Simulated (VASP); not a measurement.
# Al16CN16 (a cell with a defect) in VASP: notebook, part 2 of 2

VASP 6.6.1. The steps go on from the part before.

**3. Single point, PBE**

INCAR reads:

```
SYSTEM = Al16CN16
PREC = Accurate
ENCUT = 520
EDIFF = 1E-6
ISMEAR = -1
SIGMA = 0.01
LREAL = Auto
LASPH = .True.
NELM = 100
ALGO = Normal
ISIF = 2
LWAVE = .False.
LCHARG = .True.
GGA = PE
LELF = .True.
LVHAR = .True.
NBANDS = 88
```

KPOINTS reads:

```
Automatic mesh
0
Gamma
  2 2 2
  0.5 0.5 0.5
```

POSCAR reads:

```
Al16CN16
1.0
    6.2595139100      0.0000000600      0.0000000000
   -3.1297570100      5.4208980300      0.0000000000
    0.0000000000      0.0000000000     10.0348065900
Al N C
16 16 1
Direct
    0.3398647100      0.1640901600      0.2436622000
    0.2030708300      0.3504506800      0.5101852900
    0.3338102600      0.1551237600      0.7538398200
    0.1713851300      0.3280622700      0.9891572700
    0.3402838700      0.6602017200      0.2422015000
    0.1709466900      0.8242656600      0.4962474000
    0.3407746300      0.6651403800      0.7510140600
    0.1710291100      0.8273103000      1.0000137500
    0.8400269600      0.1632902700      0.2183359100
    0.6608281200      0.3505434000      0.5120492200
    0.8381544200      0.1630113000      0.7291791800
    0.6701074100      0.3281307400      0.9894421200
    0.8357614200      0.6605760600      0.2427307300
    0.6619299400      0.8006786500      0.4988223800
    0.8412169200      0.6649121600      0.7517512600
    0.6712435100      0.8279522700      0.9900748400
    0.3378261800      0.1649872200      0.4373821300
    0.1795317700      0.3299017700      0.1783004300
    0.3327580000      0.1562650300      0.9391798900
    0.1893277600      0.3347638600      0.6972222900
    0.3362426800      0.6591020500      0.4328552100
    0.1730819600      0.8272740300      0.1890188800
    0.3355262300      0.6649086000      0.9368642900
    0.1725484700      0.8256256600      0.6856904500
    0.8622717000      0.2195625100      0.5235748800
    0.6693376900      0.3295197600      0.1790780500
    0.8360083700      0.1624245600      0.9303506100
    0.6607090500      0.3338220600      0.6988429900
    0.8391919700      0.6562423000      0.4336216200
    0.6694345000      0.8206543600      0.1765990300
    0.8412945500      0.6654207600      0.9375964100
    0.6688296600      0.8162411200      0.6883588800
   -0.1842712700      0.1042639300      0.4054080400
```

Potentials or basis: VASP PAW PBE potentials, release 64 (Al, N, C).

Launch:

```bash
cat potpaw_PBE.64/Al/POTCAR potpaw_PBE.64/N/POTCAR potpaw_PBE.64/C/POTCAR > POTCAR
mpirun -np 1 vasp_std > vasp.out
```

OUTCAR:

```text
SYSTEM = Al16CN16
   PREC = Accurate
   ENCUT = 520
   EDIFF = 1E-6
   ISMEAR = -1
   LREAL = Auto
   LASPH = .True.
   NELM = 100
   ISIF = 2
   GGA = PE

 ion  position               nearest neighbor table
   1  0.340  0.164  0.244-  18 1.89  26 1.90  22 1.91  17 1.94   8 3.05   5 3.10  13 3.11  12 3.12
                             4 3.13   6 3.13   9 3.14   9 3.14  13 3.15   5 3.16   2 3.20  10 3.21
   2  0.203  0.350  0.510-  21 1.85  25 1.87  20 1.88  17 1.89  33 2.37  14 2.85  10 2.87  11 2.96
                             7 2.96   3 3.02   6 3.07   5 3.17   1 3.20   6 3.20
   3  0.334  0.155  0.754-  20 1.85  28 1.86  19 1.86  24 1.91   4 2.98  12 2.99  10 3.01   2 3.02
[... 1265 lines left out ...]
  in kB       66.3891904     76.7743063     79.4315634    -12.3889032      2.3044039     -1.2494787
  external PRESSURE =      74.1983534 kB  Pullay stress =       0.0000000 kB

 VOLUME and BASIS-vectors are now :
 -----------------------------------------------------------------------------
  energy-cutoff  :      520.00
  volume of cell :      340.50
      direct lattice vectors                 reciprocal lattice vectors
     6.259513910  0.000000060  0.000000000     0.159756813  0.092235641  0.000000000
    -3.129757010  5.420898030  0.000000000    -0.000000002  0.184471279  0.000000000
     0.000000000  0.000000000 10.034806590     0.000000000  0.000000000  0.099653141

 POSITION                                       TOTAL-FORCE (eV/Angst)
 -----------------------------------------------------------------------------------
      1.61383      0.88952      2.44510         0.107145     -0.084113     -0.072439
      0.17430      1.89976      5.11961        -0.160566      0.105708     -0.029172
      1.60399      0.84091      7.56464         0.156653     -0.014150     -0.105531
      0.04603      1.77839      9.92600        -0.121453      0.081293     -0.089043
      0.06374      3.57889      2.43045         0.167284     -0.009950     -0.079681
     -1.50971      4.46826      4.97975        -0.057985     -0.056276     -0.118836
[... 25 lines left out ...]
      1.63191      4.42476      6.90755        -0.211947      0.147979     -0.051347
      4.77974      0.56520      4.06819        -0.108153     -0.199842      0.235210
 -----------------------------------------------------------------------------------
    total drift:                                0.022788     -0.011259      0.009969

  FREE ENERGIE OF THE ION-ELECTRON SYSTEM (eV)
  ---------------------------------------------------
  free  energy   TOTEN  =      -240.3824538336 eV

  energy  without entropy=     -240.3824468633  energy(sigma->0) =     -240.38245035
```

OSZICAR:

```text
N       E                     dE             d eps       ncg     rms          rms(c)
DAV:   1     0.571790373839E+03    0.57179E+03   -0.62220E+04  2112   0.136E+03
DAV:   2    -0.220700991348E+03   -0.79249E+03   -0.76311E+03  2696   0.275E+02
DAV:   3    -0.277779062126E+03   -0.57078E+02   -0.56654E+02  2488   0.783E+01
DAV:   4    -0.278653147870E+03   -0.87409E+00   -0.87123E+00  2536   0.105E+01
DAV:   5    -0.278670204089E+03   -0.17056E-01   -0.17044E-01  2536   0.144E+00    0.348E+01
DAV:   6    -0.240701403324E+03    0.37969E+02   -0.15503E+02  2448   0.350E+01    0.125E+01
DAV:   7    -0.240527056107E+03    0.17435E+00   -0.50253E+00  2424   0.722E+00    0.835E+00
DAV:   8    -0.240404704795E+03    0.12235E+00   -0.10527E+00  2480   0.369E+00    0.147E+00
DAV:   9    -0.240376719485E+03    0.27985E-01   -0.18143E-01  2544   0.151E+00    0.699E-01
DAV:  10    -0.240380931189E+03   -0.42117E-02   -0.48062E-02  2400   0.689E-01    0.325E-01
DAV:  11    -0.240381858715E+03   -0.92753E-03   -0.50185E-03  2440   0.294E-01    0.166E-01
DAV:  12    -0.240382401534E+03   -0.54282E-03   -0.13493E-03  2360   0.151E-01    0.542E-02
DAV:  13    -0.240382444613E+03   -0.43079E-04   -0.20005E-04  2488   0.596E-02    0.209E-02
DAV:  14    -0.240382452541E+03   -0.79283E-05   -0.56002E-05  2520   0.274E-02    0.847E-03
DAV:  15    -0.240382453786E+03   -0.12448E-05   -0.58670E-06  2336   0.104E-02    0.584E-03
DAV:  16    -0.240382453834E+03   -0.47808E-07   -0.12144E-06  1472   0.417E-03
   1 F= -.24038245E+03 E0= -.24038245E+03  d E =-.697030E-05
```

stdout:

```text
POSCAR found type information on POSCAR AlN C
 POSCAR found :  3 types and      33 ions
 scaLAPACK will be used
 LDA part: xc-table for (Slater+PW92), standard interpolation
 POSCAR, INCAR and KPOINTS ok, starting setup
 FFT: planning ... GRIDC
 FFT: planning ... GRID_SOFT
 FFT: planning ... GRID
 WAVECAR not read
 entering main loop
```

It took 4.6 min on 1 thread of Intel Xeon 6975P-C (Granite Rapids), shared host; peak memory 0.55 GiB.

Results:

```
Free energy            : -240.3825 eV
Pressure               : 7.4 GPa
Largest force          : 0.596 eV/Å
Band gap on the k mesh : 0.18 eV
```

Forces in eV/Å, atoms in the order of the input:
```
Al   0.107 -0.084 -0.072
Al  -0.161  0.106 -0.029
Al   0.157 -0.014 -0.106
Al  -0.121  0.081 -0.089
Al   0.167 -0.010 -0.080
Al  -0.058 -0.056 -0.119
Al   0.111 -0.069 -0.123
Al  -0.111  0.064 -0.100
Al   0.158 -0.126 -0.180
Al  -0.260  0.126 -0.141
Al   0.087 -0.051 -0.004
Al  -0.133  0.064 -0.099
Al   0.096 -0.049 -0.070
Al  -0.190 -0.093 -0.038
Al   0.088 -0.145 -0.113
Al  -0.132  0.052 -0.073
N    0.183 -0.032  0.138
N   -0.217  0.087  0.080
N    0.216 -0.076  0.121
N   -0.165  0.050  0.094
N    0.051 -0.029  0.237
N   -0.172  0.095  0.149
N    0.158 -0.080  0.114
N   -0.150  0.104  0.073
N    0.540  0.050 -0.247
N   -0.131  0.105  0.061
N    0.209 -0.099  0.076
N   -0.198  0.130  0.230
N    0.148 -0.078  0.050
N   -0.134  0.154 -0.010
N    0.176 -0.128  0.085
N   -0.212  0.148 -0.051
C   -0.108 -0.200  0.235
```

Stress tensor (GPa, compression positive):
```
 6.64 -1.24 -0.12
-1.24  7.68  0.23
-0.12  0.23  7.94
```

Caveat: the k points lie up to 0.58 Å⁻¹ apart.
